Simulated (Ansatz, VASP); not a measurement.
## TaN in VASP and in Ansatz

INCAR

```
SYSTEM = TaN
PREC     = Accurate       ! precision mode
ENCUT    = 520            ! plane-wave cutoff, eV
EDIFF    = 1E-7           ! SCF threshold, eV
ISMEAR   = 0              ! smearing method
SIGMA    = 0.15           ! smearing width, eV
LREAL    = .FALSE.        ! projectors in reciprocal space
LASPH    = .TRUE.         ! aspherical terms in the spheres
NELM     = 60             ! most SCF steps
ALGO     = Normal         ! electronic algorithm
ISIF     = 2              ! what is computed and relaxed
LWAVE    = .FALSE.        ! write WAVECAR
LCHARG   = .FALSE.        ! write CHGCAR
GGA      = PS             ! functional
NBANDS   = 15             ! bands
```

Contents of KPOINTS:

```
regular mesh
0
G
  18 18 16
  0 0 0
```

Contents of POSCAR:

```
TaN
1.0
    2.9379988584      0.0000000000      0.0000000000
   -1.4689994292      2.5443816477      0.0000000000
    0.0000000000      0.0000000000      2.8830000000
Ta N
1 1
Direct
    0.3333333333      0.6666666667      0.5000000000
    0.0000000000      0.0000000000      0.0390218522
```

Input for Ansatz:

```yaml
crystal:
  lattice:
    - [2.9379988584, 0.0, 0.0]
    - [-1.4689994292, 2.5443816477, 0.0]
    - [0.0, 0.0, 2.883]
  atoms:
    - { symbol: Ta, position: [0.3333333333, 0.6666666667, 0.5] }
    - { symbol: "N", position: [0.0, 0.0, 0.0390218522] }
basis:
  ecutwfc: 420
kpoints:
  mp_grid: { grid: [18, 18, 16] }
hamiltonian:
  xc: pbesol
scf:
  occupations: { method: gaussian, width: 0.15 }
output:
  forces: true
  stress: true
  eigenvalues: true
  write_density: true
  write_potential: true
  elf: true
  volumetric_format: npy
```

Change from the starting cell: all N atoms moved +0.113 Å, as atom 2 along Cartesian [0 0 1].

Alike in both runs: task single point; functional PBEsol; k mesh 18 × 18 × 16; occupations gaussian, width 0.15 eV; no spin polarisation.

|  | VASP | Ansatz |
| --- | --- | --- |
| version | VASP 6.6.1 | Ansatz 0.2.0 |
| potentials or method | VASP PAW PBE potentials, release 64 (Ta_pv, N), cutoff 520 eV | scalar-relativistic, plane waves, PAW |
| valence electrons in the cell | 16 | 18 |

|  | VASP | Ansatz | Ansatz less VASP |
| --- | --- | --- | --- |
| gap on the k mesh at the Fermi level (eV) | none | none | - |
| pressure (GPa) | -1.4 | -2.2 | -0.81 |
| traceless stress, the component that is largest in VASP (GPa) | 0.58 | 0.46 | -0.120 |
| rms of the force components (eV/Å) | 0.931 | 0.924 | -0.0073 |

VASP's potentials were made for PBE, not for PBEsol. Atom by atom the forces differ by 0.007 eV/Å (rms over components). A gap of «none» marks a metal or a gap that the smearing closes. VASP's potentials hold 16 valence electrons a cell and Ansatz's 18, so a difference there can come from the potentials and not from the codes.

Neither program's run includes spin-orbit coupling.
